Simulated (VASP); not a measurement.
SrScH6:

```
Sr Sc H
1.0
     4.34302    0.00000    0.00000
     0.00000    4.34302    0.00000
     0.00000    0.00000    4.34302
Sr Sc H
1 1 6
Direct
  0.00000 0.00000 0.00000
  0.50000 0.50000 0.50000
  0.00000 0.50000 0.75176
  0.50000 0.24824 0.00000
  0.75176 0.00000 0.50000
  0.00000 0.50000 0.24824
  0.50000 0.75176 0.00000
  0.24824 0.00000 0.50000
```

The cell was generated, and may not be a known phase.

| Item | Value |
| --- | --- |
| Program | VASP 6.6.1 |
| Task | relaxation of cell and atoms |
| Functional | PBE |
| Potentials or basis | VASP PAW PBE potentials, release 64 (Sr_sv, Sc_sv, H) |
| Cutoff | 600 eV |
| k mesh | 4 × 4 × 4 |
| Occupations | gaussian, width 0.1 eV |
| Spin | no spin polarisation |

At the start: pressure -6.6 GPa; volume 10.24 Å³/atom.

Question: Where does the relaxation end?

Answer: Over 8 steps the energy falls by 69.1 meV/atom and the volume is 9.00 Å³/atom (-12.1 %); space group Pm-3 (No. 200, to 0.1 Å) before and after.

Step by step:
```
step  energy change (eV)  largest force (eV/Å)  pressure (GPa)  volume (Å³)
   1              0.0000                0.4901           -6.58        81.92
   2             -0.2279                0.4725           -3.77        77.03
   3             -0.3680                0.4323            1.63        70.54
   4             -0.3688                0.4267            2.35        69.85
   5             -0.4504                0.3182            1.98        70.06
   6             -0.5481                0.0311            1.15        70.67
   7             -0.5487                0.0067            1.19        70.63
   8             -0.5531                0.0053           -0.14        71.99
```

Final structure:
```cif
data_structure
_symmetry_space_group_name_H-M 'P 1'
_symmetry_Int_Tables_number 1
_cell_length_a 4.1599
_cell_length_b 4.1599
_cell_length_c 4.1599
_cell_angle_alpha 90.000
_cell_angle_beta 90.000
_cell_angle_gamma 90.000
_cell_volume 71.99
loop_
_atom_site_label
_atom_site_type_symbol
_atom_site_fract_x
_atom_site_fract_y
_atom_site_fract_z
_atom_site_occupancy
Sr1 Sr 0.00000 0.00000 0.00000 1
Sc1 Sc 0.50000 0.50000 0.50000 1
H1 H 0.00000 0.50000 0.70623 1
H2 H 0.50000 0.29377 0.00000 1
H3 H 0.70623 0.00000 0.50000 1
H4 H 0.00000 0.50000 0.29377 1
H5 H 0.50000 0.70623 0.00000 1
H6 H 0.29377 0.00000 0.50000 1
```

Caveat: the k points lie up to 0.38 Å⁻¹ apart in the final cell, too coarse for converged energies and pressures of a metal; an odd number of electrons without spin polarisation forces a metal; a magnetic or distorted state may lie lower.
